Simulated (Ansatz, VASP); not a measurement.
## Pd: VASP beside Ansatz

INCAR

```
  ALGO = Normal
  EDIFF = 1E-6
  ENCUT = 520
  GGA = PS
  ISIF = 2
  ISMEAR = -1
  LASPH = True
  LCHARG = True
  LELF = True
  LREAL = False
  LVHAR = True
  LWAVE = False
  NBANDS = 11
  NELM = 60
  PREC = Accurate
  SIGMA = 0.1
```

File KPOINTS:

```
k-points
0
Gamma
  23 23 23
```

File POSCAR:

```
Pd
1.0
    0.0000000000      1.8862078003      1.8862078003
    1.8862078003      0.0000000000      1.8862078003
    1.8862078003      1.8862078003      0.0000000000
Pd
1
Direct
    0.0000000000      0.0000000000      0.0000000000
```

Input for Ansatz:

```yaml
crystal:
  lattice:
    - [0.0, 1.8862078008, 1.8862078008]
    - [1.8862078008, 0.0, 1.8862078008]
    - [1.8862078008, 1.8862078008, 0.0]
  atoms:
    - { symbol: Pd, position: [0.0, 0.0, 0.0] }
hamiltonian:
  xc: pbesol
  pseudopotentials:
    kind: paw
    azcp:
      Pd: "pseudopotentials/Pd.paw.azcp"
basis:
  ecutwfc: 420
  fft_grid_basis: typed
kpoints:
  mp_grid: { grid: [23, 23, 23], shift: [0, 0, 0] }
magnetization:
  spin_polarized: false
scf:
  occupations: { method: fermi_dirac, width: 0.1 }
output:
  stress: true
```

Alike in both runs: task single point; functional PBEsol; k mesh 23 × 23 × 23; occupations fermi-dirac, width 0.1 eV; no spin polarisation.

```csv
,VASP,Ansatz
version,VASP 6.6.1,Ansatz 0.2.0
potentials or method,"VASP PAW PBE potentials, release 64 (Pd), cutoff 520 eV","plane waves (420 eV) with PAW, scalar-relativistic"
valence electrons in the cell,10,18
```

```csv
,VASP,Ansatz,Ansatz less VASP
pressure (GPa),20.4,20.9,+0.46
```

VASP's potentials were made for PBE, not for PBEsol, and Ansatz warns of the same on its side. VASP's potentials hold 10 valence electrons a cell and Ansatz's 18, so a difference there can come from the potentials and not from the codes.
